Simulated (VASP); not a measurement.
Wanted: the native input for a VASP 6.6.1 run.

| Item | Value |
| --- | --- |
| Task | single point |
| Functional | HSE06 |
| Potentials or basis | VASP PAW PBE potentials, release 64 (Ga_d, P) |
| Cutoff | 520 eV |
| k mesh | 6 × 6 × 6 |
| Occupations | gaussian, width 0.01 eV |
| Spin | no spin polarisation |
| Dipole correction | no |
| Grid for exact exchange (PRECFOCK) | Normal |
| Further INCAR settings | ALGO = Normal; EDIFF = 1e-06; NBANDS = 16 |
| Share of exact exchange | 0.25 |
| Screening parameter | 0.2079 1/Å |

Crystal: GaP.

```
CELL_PARAMETERS angstrom
0.00000 2.77991 2.67903
2.77991 0.00000 2.67903
2.77991 2.77991 0.00000
ATOMIC_POSITIONS crystal
Ga 0.00000 0.00000 0.00000
P 0.25000 0.25000 0.25000
```

This cell differs from its parent crystal: epitaxial xy strain +2.0%.

One way to write it, as run:

POSCAR

```
GaP
1.0
    0.0000000000      2.7799072732      2.6790345664
    2.7799072732      0.0000000000      2.6790345664
    2.7799072732      2.7799072732      0.0000000000
Ga P
1 1
Direct
    0.0000000000      0.0000000000      0.0000000000
    0.2500000000      0.2500000000      0.2500000000
```

INCAR.step1

```
PREC = Accurate
ENCUT = 520
EDIFF = 1E-5
ISMEAR = 0
SIGMA = 0.01
LREAL = F
LASPH = T
NELM = 80
ALGO = Normal
ISIF = 2
LWAVE = T
NBANDS = 16
GGA = PE
```

INCAR.step2

```
PREC = Accurate
ENCUT = 520
EDIFF = 1E-6
ISMEAR = 0
SIGMA = 0.01
LREAL = F
LASPH = T
NELM = 80
ALGO = Normal
ISIF = 2
LWAVE = F
LCHARG = T
GGA = PE
LHFCALC = T
HFSCREEN = 0.2079
PRECFOCK = Normal
LELF = T
LVHAR = T
NBANDS = 16
ISTART = 1
```

KPOINTS

```
regular mesh
0
Gamma
  6 6 6
```

Potentials or basis: VASP PAW PBE potentials, release 64 (Ga_d, P).

Run with:

```bash
$ cat potpaw_PBE.64/Ga_d/POTCAR potpaw_PBE.64/P/POTCAR > POTCAR
$ cp INCAR.step1 INCAR
$ mpirun -np 1 vasp_std > vasp.out
$ cp INCAR.step2 INCAR
$ mpirun -np 1 vasp_std > vasp.out
```

It gave:

```json
{"Pressure": "-1.4 GPa", "Band gap on the k mesh": "2.04 eV (least direct gap 2.44 eV)"}
```

Caveat: the cell differs from its parent crystal (epitaxial xy strain +2.0%); the PAW data sets were made with another functional, which shifts forces and pressure a little.

It took 2.3 h on 1 thread of Oxide Virtual Turin-like Processor, with other jobs on the host, peak memory 0.27 GiB.
